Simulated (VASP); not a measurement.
# AlB2P3: single point with PBE

AlB2P3:

```
Al B P
1.0
    -1.69724    1.69724    7.54327
     1.69724   -1.69724    7.54327
     1.69724    1.69724   -7.54327
Al B P
1 2 3
Direct
  0.50000 0.50000 0.00000
  0.82360 0.82360 0.00000
  0.17640 0.17640 0.00000
  0.39623 0.89623 0.50000
  0.10377 0.60377 0.50000
  0.75000 0.25000 0.50000
```

* Program: VASP 6.6.1
* Task: single point
* Functional: PBE
* Potentials or basis: VASP PAW PBE potentials, release 64 (Al, B, P)
* Cutoff: 520 eV
* k mesh: 12 × 12 × 12
* Occupations: gaussian, width 0.02 eV
* Spin: no spin polarisation

```
Pressure               : -0.2 GPa
Band gap on the k mesh : 0.63 eV (least direct gap 0.74 eV)
```

Levels at points of the mesh, in eV from the valence-band top:
| k point | band 8 | band 9 | band 10 | band 11 | band 12 | band 13 | band 14 | band 15 | band 16 | band 17 |
| --- | --- | --- | --- | --- | --- | --- | --- | --- | --- | --- |
| (0.00, 0.00, 0.00) | -2.87 | -2.87 | -0.71 | 0.00 | 0.00 | 0.74 | 0.84 | 2.06 | 2.41 | 3.09 |
| (0.50, 0.00, 0.00) | -3.72 | -2.76 | -2.73 | -2.12 | -0.44 | 1.75 | 2.61 | 3.03 | 3.59 | 4.17 |
| (0.50, 0.50, 0.00) | -5.04 | -4.89 | -4.77 | -3.95 | -3.79 | 0.71 | 1.01 | 2.36 | 2.86 | 3.42 |
| (0.50, 0.50, 0.50) | -2.60 | -2.60 | -2.44 | -0.53 | -0.53 | 0.63 | 0.89 | 1.82 | 2.50 | 4.25 |

It took 18 min on 1 thread of Intel(R) Xeon(R) Platinum 8259CL CPU @ 2.50GHz (Skylake/Cascade Lake), on a shared host, peak memory 0.63 GiB.

Caveat: semilocal functionals underestimate gaps, and a narrow one can read as zero. A k mesh can miss the band edges.
